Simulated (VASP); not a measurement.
# Pd (P6_3/mmc) in VASP: single point with HSE06

Aim: the single point of Pd with HSE06.

Everything below comes from runs of VASP 6.6.1. Logs are shortened: lines on timing, memory, paths and dates and some standing lists are left out, and cuts for length are marked.

**1. The cell of the first run**

It takes space group P6_3/mmc (No. 194, hexagonal). The conventional cell has a = 2.776 Å, b = 2.776 Å, c = 4.626 Å, α = 90.00°, β = 90.00°, γ = 120.00°. Pd (site symmetry -6m2) has 12 Pd at 2.78 to 2.81 Å within 3.7 Å.

This isn't the form of Pd at room conditions, which is fcc.

**2. Single point, HSE06**

Input file POSCAR:

```
Pd
1.0
    2.7760142698      0.0000000000      0.0000000000
   -1.3880071349      2.4040988789      0.0000000000
    0.0000000000      0.0000000000      4.6257977245
Pd
2
Direct
    0.3333333333      0.6666666667      0.2500000000
    0.6666666667      0.3333333333      0.7500000000
```

Input file INCAR.step1:

```
SYSTEM = Pd
ALGO = Normal
EDIFF = 1E-5
ENCUT = 520
GGA = PE
ISIF = 2
ISMEAR = -1
LASPH = .True.
LREAL = .False.
LWAVE = .True.
NBANDS = 17
NELM = 100
PREC = Accurate
SIGMA = 0.1
```

Input file INCAR.step2:

```
SYSTEM = Pd
ALGO = Normal
EDIFF = 1E-6
ENCUT = 520
GGA = PE
HFSCREEN = 0.2079
ISIF = 2
ISMEAR = -1
ISTART = 1
LASPH = .True.
LCHARG = .True.
LELF = .True.
LHFCALC = .True.
LREAL = .False.
LVHAR = .True.
LWAVE = .False.
NBANDS = 17
NELM = 100
PREC = Accurate
PRECFOCK = Normal
SIGMA = 0.1
```

Input file KPOINTS:

```
k-points
0
Gamma
  7 7 4
  0 0 0
```

Potentials or basis: VASP PAW PBE potentials, release 64 (Pd).

Started as:

```console
$ cat potpaw_PBE.64/Pd/POTCAR > POTCAR
$ cp INCAR.step1 INCAR
$ mpirun -np 1 vasp_std > vasp.out
$ cp INCAR.step2 INCAR
$ mpirun -np 1 vasp_std > vasp.out
```

OUTCAR:

```text
SYSTEM = Pd
   EDIFF = 1E-6
   ENCUT = 520
   GGA = PE
   HFSCREEN = 0.2079
   ISIF = 2
   ISMEAR = -1
   ISTART = 1
   LASPH = .True.
   LHFCALC = .True.
   LREAL = .False.
   NELM = 100
   PREC = Accurate
   PRECFOCK = Normal

 ion  position               nearest neighbor table
   1  0.333  0.667  0.250-   2 2.81   2 2.81   2 2.81   2 2.81   2 2.81   2 2.81
   2  0.667  0.333  0.750-   1 2.81   1 2.81   1 2.81   1 2.81   1 2.81   1 2.81

  LATTYP: Found a hexagonal cell.
 ALAT       =     2.7760142698
 C/A-ratio  =     1.6663450814

  Lattice vectors:

 A1 = (   2.7760142698,   0.0000000000,   0.0000000000)
 A2 = (  -1.3880071349,   2.4040988789,   0.0000000000)
 A3 = (   0.0000000000,   0.0000000000,   4.6257977245)

Analysis of symmetry for initial positions (statically):
=====================================================================
 Subroutine PRICEL returns:
 Original cell was already a primitive cell.

 Routine SETGRP: Setting up the symmetry group for a
 hexagonal supercell.

 Subroutine GETGRP returns: Found 24 space group operations
 (whereof 12 operations were pure point group operations)
 out of a pool of 24 trial point group operations.

The static configuration has the point symmetry D_3d.
 The point group associated with its full space group is D_6h.

Analysis of symmetry for dynamics (positions and initial velocities):
=====================================================================
 Subroutine PRICEL returns:
 Original cell was already a primitive cell.

 Routine SETGRP: Setting up the symmetry group for a
 hexagonal supercell.

 Subroutine GETGRP returns: Found 24 space group operations
 (whereof 12 operations were pure point group operations)
 out of a pool of 24 trial point group operations.

The dynamic configuration has the point symmetry D_3d.
 The point group associated with its full space group is D_6h.

 Subroutine INISYM returns: Found 24 space group operations
 (whereof 12 operations are pure point group operations),
 and found     1 'primitive' translations

----------------------------------------------------------------------------------------

                                     Primitive cell

  volume of cell :      30.8717

  direct lattice vectors                    reciprocal lattice vectors
     2.776014270  0.000000000  0.000000000     0.360228696  0.207978135  0.000000000
    -1.388007135  2.404098879  0.000000000     0.000000000  0.415956269  0.000000000
     0.000000000  0.000000000  4.625797724     0.000000000  0.000000000  0.216178929

  length of vectors
     2.776014270  2.776014270  4.625797724     0.415956269  0.415956269  0.216178929

  position of ions in fractional coordinates (direct lattice)
     0.333333333  0.666666667  0.250000000
     0.666666667  0.333333333  0.750000000

  ion indices of the primitive-cell ions
   primitive index   ion index
                 1           1
                 2           2

----------------------------------------------------------------------------------------

 KPOINTS: k-points

Automatic generation of k-mesh.
 Grid dimensions read from file:
 generate k-points for:    7    7    4

 Generating k-lattice:

  Cartesian coordinates                     Fractional coordinates (reciprocal lattice)
     0.051461242  0.029711162  0.000000000     0.142857143 -0.000000000  0.000000000
     0.000000000  0.059422324  0.000000000     0.000000000  0.142857143  0.000000000
     0.000000000  0.000000000  0.054044732     0.000000000  0.000000000  0.250000000

  Length of vectors
     0.059422324  0.059422324  0.054044732

  Shift w.r.t. Gamma in fractional coordinates (k-lattice)
     0.000000000  0.000000000  0.000000000

 Subroutine IBZKPT returns following result:
 ===========================================

 Found     24 irreducible k-points:

 Following reciprocal coordinates:
            Coordinates               Weight
  0.000000  0.000000  0.000000      1.000000
  0.142857  0.000000  0.000000      6.000000
  0.285714 -0.000000  0.000000      6.000000
  0.428571 -0.000000  0.000000      6.000000
  0.142857  0.142857  0.000000      6.000000
  0.285714  0.142857  0.000000     12.000000
[... 16 lines left out ...]
  0.428571  0.142857  0.500000      6.000000
  0.285714  0.285714  0.500000      6.000000
   k-points           NKPTS =     24   k-points in BZ     NKDIM =    196   number of bands    NBANDS=     17
   number of dos      NEDOS =    301   number of ions     NIONS =      2
   total plane-waves  NPLWV =  20736
   dimension x,y,z NGX =    24 NGY =   24 NGZ =   36
   dimension x,y,z NGXF=    48 NGYF=   48 NGZF=   72
   ions per type =               2
   NGX,Y,Z   is equivalent  to a cutoff of  14.37, 14.37, 12.94 a.u.
   NGXF,Y,Z  is equivalent  to a cutoff of  28.75, 28.75, 25.88 a.u.
 SYSTEM =  Pd
   PREC   = accura    normal or accurate (medium, high low for compatibility)
   ISTART =      1    job   : 0-new  1-cont  2-samecut
   ICHARG =      0    charge: 1-file 2-atom 10-const
   ISPIN  =      1    spin polarized calculation?
   LNONCOLLINEAR =      F non collinear calculations
   LSORBIT =      F    spin-orbit coupling
   LASPH  =      T    aspherical Exc in radial PAW
   ENCUT  =  520.0 eV  38.22 Ry    6.18 a.u.   5.16  5.16  8.60*2*pi/ulx,y,z
   NELM   =    100;   NELMIN=  2; NELMDL=  0     # of ELM steps
   EDIFF  = 0.1E-05   stopping-criterion for ELM
   LREAL  =      F    real-space projection
   EDIFFG = 0.1E-04   stopping-criterion for IOM
   NSW    =      0    number of steps for IOM
   IBRION =     -1    ionic relax: 0-MD 1-quasi-New 2-CG
   NFREE  =      0    steps in history (QN), initial steepest desc. (CG)
   ISIF   =      2    stress and relaxation
   ISYM   =      3    0-nonsym 1-usesym 2-fastsym
   POTIM  = 0.5000    time-step for ionic-motion
   TEBEG  =    0.0;   TEEND  =   0.0 temperature during run
   PSTRESS=    0.0 pullay stress
   NELECT =      20.0000    total number of electrons
   NUPDOWN=      -1.0000    fix difference up-down
   EMIN   =  10.00;   EMAX   =-10.00  energy-range for DOS
   EFERMI =   0.00;   METHOD = LEGACY
   ISMEAR =    -1;   SIGMA  =   0.10  broadening in eV -4-tet -1-fermi 0-gaus
   EFERMI_NEDOS =   21; number of points for ismear=-14 and -15
   IALGO  =     38    algorithm
   IMIX   =      1    mixing-type and parameters
     AMIX     =   0.40;   BMIX     =  1.00
     AMIX_MAG =   1.60;   BMIX_MAG =  1.00
  volume/ion in A,a.u.               =      15.44       104.17
  Fermi-wavevector in a.u.,A,eV,Ry     =   1.416548  2.676887 27.301560  2.006608
  Thomas-Fermi vector in A             =   2.537871
   LORBIT       =      0    0 simple, 1 ext, 2 COOP (PROOUT), +10 PAW based schemes
   GGA     = PE    functional components
   LHFCALC =     T    Hartree Fock is set to
   PRECFOCK=normal    Normal, Fast or Accurate (Low or Medium for compatibility)
   ENCUT4O =  -1.0   cutoff for four orbital integrals eV
   NKREDX  =     1    reduce k-point grid by
   NKREDY  =     1    reduce k-point grid by
   NKREDZ  =     1    reduce k-point grid by
   AEXX    =    0.2500 exact exchange contribution
   HFSCREEN=    0.2079 screening length (either q_TF or 0.3 A-1)
   HFSCREENC=   0.2079 screening length for correlation (either q_TF or 0.3 A-1)
   ENCUTFOCK=  -1.0 apply spherical cutoff to Coloumb kernel
   IVDW    =     0    specifies the selected vdW correction
   LEPSILON=     F    determine dielectric tensor
   LRPA    =     F    only Hartree local field effects (RPA)
 non-spin polarized calculation
  energy-cutoff  :      520.00
  volume of cell :       30.87
 maximum number of plane-waves:       843
 NGX is ok and might be reduce to    24
  NGX = 16; NGY = 16; NGZ = 28

 number of electron      20.0000006 magnetization

 Free energy of the ion-electron system (eV)
  ---------------------------------------------------
  ext. energy  EPLUGINS =         0.00000000
  ---------------------------------------------------
  free energy    TOTEN  =       -11.97353293 eV

  energy without entropy =      -11.85165587  energy(sigma->0) =      -11.91259440

 E-fermi :   8.2972     XC(G=0): -10.4902

 val. band max:        8.2950497522   @ k =   0.4286  -0.0000   0.5000
 cond. band min:       8.3280811535   @ k =   0.2857   0.2857   0.2500
 fundamental gap:      0.0330314013
 Fermi energy:         8.2971843431

 k-point     1 :       0.0000    0.0000    0.0000
  band No.  band energies     occupation
      1       1.2687      2.00000
      2       2.8209      2.00000
      3       5.1325      2.00000
      4       5.2975      2.00000
      5       5.2975      2.00000
      6       5.6558      2.00000
[... 9 lines left out ...]
     16      29.4386      0.00000
     17      32.1294      0.00000

 k-point     2 :       0.1429    0.0000    0.0000
  band No.  band energies     occupation
      1       1.9720      2.00000
      2       3.2539      2.00000
      3       4.7944      2.00000
      4       5.4164      2.00000
      5       5.6754      2.00000
      6       5.7560      2.00000
[... 9 lines left out ...]
     16      29.1665      0.00000
     17      29.2486      0.00000

 k-point     3 :       0.2857   -0.0000    0.0000
  band No.  band energies     occupation
      1       3.1653      2.00000
      2       3.4466      2.00000
      3       4.2200      2.00000
      4       5.1595      2.00000
      5       5.4120      2.00000
      6       5.5626      2.00000
[... 9 lines left out ...]
     16      26.7348      0.00000
     17      28.4119      0.00000

 k-point     4 :       0.4286   -0.0000    0.0000
  band No.  band energies     occupation
      1       2.8865      2.00000
      2       3.3772      2.00000
      3       3.3840      2.00000
      4       5.2481      2.00000
      5       5.5616      2.00000
      6       5.9183      2.00000
[... 9 lines left out ...]
     16      23.8382      0.00000
     17      23.8632      0.00000
[... 343 lines left out ...]
      1       3.4142      2.00000
      2       3.4142      2.00000
      3       4.3406      2.00000
      4       4.3406      2.00000
      5       5.8962      2.00000
      6       5.8962      2.00000
[... 9 lines left out ...]
     16      24.2358      0.00000
     17      26.1259      0.00000

 k-point    23 :       0.4286    0.1429    0.5000
  band No.  band energies     occupation
      1       3.2300      2.00000
      2       3.2300      2.00000
      3       4.1122      2.00000
      4       4.1122      2.00000
      5       5.9088      2.00000
      6       5.9088      2.00000
[... 9 lines left out ...]
     16      23.4617      0.00000
     17      26.8872      0.00000

 k-point    24 :       0.2857    0.2857    0.5000
  band No.  band energies     occupation
      1       3.7318      2.00000
      2       3.7318      2.00000
      3       4.5705      2.00000
      4       4.5705      2.00000
      5       5.3515      2.00000
      6       5.3515      2.00000
[... 9 lines left out ...]
     16      19.7636      0.00000
     17      28.1123      0.00000

------------------------ aborting loop because EDIFF is reached ----------------------------------------

  FORCE on cell =-STRESS in cart. coord.  units (eV):
  Direction    XX          YY          ZZ          XY          YZ          ZX
  --------------------------------------------------------------------------------------
  -------------------------------------------------------------------------------------
  Total       -1.0218035     -1.0218035     -0.3066568      0.0000000      0.0000000      0.0000000
  in kB      -53.0294747    -53.0294747    -15.9148510      0.0000000      0.0000000      0.0000000
  external PRESSURE =     -40.6579334 kB  Pullay stress =       0.0000000 kB

 VOLUME and BASIS-vectors are now :
 -----------------------------------------------------------------------------
  energy-cutoff  :      520.00
  volume of cell :       30.87
      direct lattice vectors                 reciprocal lattice vectors
     2.776014270  0.000000000  0.000000000     0.360228696  0.207978135  0.000000000
    -1.388007135  2.404098879  0.000000000     0.000000000  0.415956269  0.000000000
     0.000000000  0.000000000  4.625797724     0.000000000  0.000000000  0.216178929

 POSITION                                       TOTAL-FORCE (eV/Angst)
 -----------------------------------------------------------------------------------
     -0.00000      1.60273      1.15645        -0.000000     -0.000000     -0.000000
      1.38801      0.80137      3.46935         0.000000      0.000000      0.000000
 -----------------------------------------------------------------------------------
    total drift:                                0.000001     -0.000001      0.000000

  FREE ENERGIE OF THE ION-ELECTRON SYSTEM (eV)
  ---------------------------------------------------
  free  energy   TOTEN  =       -11.9735329290 eV

  energy  without entropy=      -11.8516558735  energy(sigma->0) =      -11.91259440
```

It took 82 min on 1 thread of Oxide Virtual Turin-like, shared host; peak memory 0.24 GiB.

What came out:

```
Free energy            : -11.9735 eV
Pressure               : -4.1 GPa
Band gap on the k mesh : zero (bands 10 and 11 overlap by 1.07 eV)
```

Caveat: the k points lie up to 0.37 Å⁻¹ apart, too coarse for converged energies and pressures of a metal; the PAW data sets were made with another functional, which shifts forces and pressure a little.

The gap in the log of VASP goes by the Fermi energy; the results here count the filled bands.